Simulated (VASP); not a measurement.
Here is a VASP 6.6.1 calculation.

The input INCAR:

```
SYSTEM = KMgF3
  PREC = Accurate
  ENCUT = 600
  EDIFF = 1E-6
  ISMEAR = 1
  SIGMA = 0.2
  LREAL = .FALSE.
  LASPH = .TRUE.
  NELM = 120
  ALGO = Normal
  ISIF = 2
  LWAVE = .FALSE.
  LCHARG = .FALSE.
  GGA = PE
  NBANDS = 24
  GGA_COMPAT = .FALSE.
```

Contents of KPOINTS:

```
regular mesh
0
G
  4 4 4
  0 0 0
```

POSCAR

```
KMgF3
1.0
    3.9802355751      0.0000000000      0.0000000000
    0.0000000000      3.9802355751      0.0000000000
    0.0000000000      0.0000000000      3.9802355751
K Mg F
1 1 3
Direct
    0.5000000000      0.5000000000      0.5000000000
    0.0000000000      0.0000000000      0.0000000000
    0.5000000000      0.0000000000      0.0000000000
    0.0000000000      0.5000000000      0.0000000000
    0.0000000000      0.0000000000      0.5000000000
```

Potentials or basis: VASP PAW PBE potentials, release 64 (K_sv, Mg, F).

Run with:

```console
$ cat potpaw_PBE.64/K_sv/POTCAR potpaw_PBE.64/Mg/POTCAR potpaw_PBE.64/F/POTCAR > POTCAR
$ mpirun -np 1 vasp_std > vasp.out
```

(1) Estimate the band gap on the k mesh.

(2) What does it give for the pressure?

## Answers

(1) 7.34 eV (least direct gap 7.66 eV).

(2) 3.6 GPa.

Caveat: the cell stands under pressure.
